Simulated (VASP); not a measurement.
A run of VASP 6.6.1 is set up as follows.

INCAR

```
  PREC = Accurate
  ENCUT = 520
  EDIFF = 1E-7
  ISMEAR = 0
  SIGMA = 0.01
  LREAL = F
  LASPH = T
  NELM = 80
  ALGO = Normal
  ISIF = 2
  LWAVE = F
  LCHARG = F
  GGA = CA
  NBANDS = 14
```

The input KPOINTS:

```
regular mesh
0
Gamma
  6 6 6
```

File POSCAR:

```
NaI
1.0
    0.0000000000      3.1310871851      3.1310871851
    3.1310871851      0.0000000000      3.1310871851
    3.1310871851      3.1310871851      0.0000000000
Na I
1 1
Direct
    0.0000000000      0.0000000000      0.0000000000
    0.5000000000      0.5000000000      0.5000000000
```

Potentials or basis: VASP PAW LDA potentials, release 64 (Na_pv, I).

Launch:

```sh
$ cat potpaw_LDA.64/Na_pv/POTCAR potpaw_LDA.64/I/POTCAR > POTCAR
$ mpirun -np 1 vasp_std > vasp.out
```

Question: Predict the band gap on the k mesh.

Answer: 3.63 eV, direct.

Question: Estimate the pressure.

Answer: 0.0 GPa.

Caveat: spin-orbit coupling is left out, which moves the levels of the heavy elements. As with any semilocal functional, this LDA gap is likely too small.
